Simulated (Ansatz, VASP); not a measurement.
**Two plane-wave programs on Cu**

The input INCAR:

```
PREC = Accurate ; ENCUT = 520
EDIFF = 1E-7 ; ISMEAR = -1
SIGMA = 0.1 ; LREAL = F
LASPH = T ; NELM = 60
ALGO = Normal ; ISIF = 2
LWAVE = F ; LCHARG = F
GGA = PE ; NBANDS = 36
```

Contents of KPOINTS:

```
Automatic mesh
0
Gamma
  14 14 1
```

The input POSCAR:

```
Cu
1.0
    2.5665139635      0.0000000000      0.0000000000
    0.0000000000      2.5665139635      0.0000000000
    0.0000000000      0.0000000000     23.2592000000
Cu
5
Direct
    0.0000000000      0.0000000000      0.3463542678
    0.5000000000      0.5000000000      0.4217372054
    0.0000000000      0.0000000000      0.4999999976
    0.5000000000      0.5000000000      0.5782627953
    0.0000000000      0.0000000000      0.6536457339
```

Input for Ansatz:

```yaml
crystal:
  lattice:
    - [2.5665139635, 0.0, 0.0]
    - [0.0, 2.5665139635, 0.0]
    - [0.0, 0.0, 23.2592]
  atoms:
    - { symbol: Cu, position: [0.0, 0.0, 0.3463542678] }
    - { symbol: Cu, position: [0.5, 0.5, 0.4217372054] }
    - { symbol: Cu, position: [0.0, 0.0, 0.4999999976] }
    - { symbol: Cu, position: [0.5, 0.5, 0.5782627953] }
    - { symbol: Cu, position: [0.0, 0.0, 0.6536457339] }
kpoints:
  mp_grid: { grid: [14, 14, 1] }
scf:
  occupations: { method: fermi_dirac, width: 0.1 }
hamiltonian:
  xc: pbe
  pseudopotentials: { kind: paw }
output:
  forces: true
  stress: true
  eigenvalues: true
  core_levels:
    shells: { Cu: ["2p"] }
    counted_from: fermi_level
    add_spin: false
  write_density: true
  write_potential: true
  elf: true
  volumetric_format: npy
```

Alike in both runs: task single point; functional PBE; k mesh 14 × 14 × 1; occupations fermi-dirac, width 0.1 eV; no spin polarisation.

```csv
,VASP,Ansatz
version,VASP 6.6.1,Ansatz 0.2.0
potentials or method,"VASP PAW PBE potentials, release 64 (Cu)","PAW with Ansatz's default frozen-core files, scalar-relativistic"
plane-wave cutoff (eV),520,420
valence electrons in the cell,55,95
```

Ansatz gave:

| Quantity | Value |
| --- | --- |
| rms of the force components (eV/Å) | 0.004 |

Problem. Which values does VASP return?

Solution. rms of the force components (eV/Å): 0.014.

Atom by atom the forces differ by 0.010 eV/Å (rms over components). The functional is the same, so the differences come from potentials, cutoffs and numerics. VASP's potentials hold 55 valence electrons a cell and Ansatz's 95, so a difference there can come from the potentials and not from the codes. Ansatz's warnings: xc potential rough in thin density.
